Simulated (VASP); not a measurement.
A run of VASP 6.6.1 is set up as follows.

File INCAR:

```
SYSTEM = Si
PREC = Accurate ; ENCUT = 520
EDIFF = 1E-7 ; ISMEAR = 0
SIGMA = 0.05 ; LREAL = .FALSE.
LASPH = .TRUE. ; NELM = 80
ALGO = Normal ; ISIF = 2
LWAVE = .FALSE. ; LCHARG = .TRUE.
GGA = PE ; LELF = .TRUE.
LVHAR = .TRUE. ; NBANDS = 36
```

The input KPOINTS:

```
Automatic mesh
0
G
  5 7 3
  0 0 0
```

POSCAR

```
Si
1.0
    5.4695214896      0.0000000000      0.0000000000
    0.0000000000      2.7347607448     -2.7347607448
    0.6836901862      8.5461273276      7.8624371414
Si
12
Direct
    0.4687520833     -0.0312479167      0.2499833333
   -0.0520812500      0.4479187500      0.4166500000
    0.4270854167     -0.0729145833      0.5833166667
   -0.0937479167      0.4062520833      0.7499833333
    0.3854187500     -0.1145812500      0.9166500000
   -0.0104145833      0.4895854167      0.0833166667
    0.6979187500     -0.0520812500      0.4166500000
    0.1770854167      0.4270854167      0.5833166667
    0.6562520833     -0.0937479167      0.7499833333
    0.1354187500      0.3854187500      0.9166500000
    0.7395854167     -0.0104145833      0.0833166667
    0.2187520833      0.4687520833      0.2499833333
```

Potentials or basis: VASP PAW PBE potentials, release 64 (Si).

Command:

```console
$ cat potpaw_PBE.64/Si/POTCAR > POTCAR
$ mpirun -np 1 vasp_std > vasp.out
```

Q: Predict the largest force.

A: 3.356 eV/Å.

Q: Estimate the pressure.

A: 1.0 GPa.

Stress tensor (GPa, compression positive):
```
-0.03 -3.13 -2.75
-3.13  0.34  1.48
-2.75  1.48  2.61
```

Caveat: forces of over 1 eV/Å act on the atoms, so gaps and moduli don't describe the material at rest.
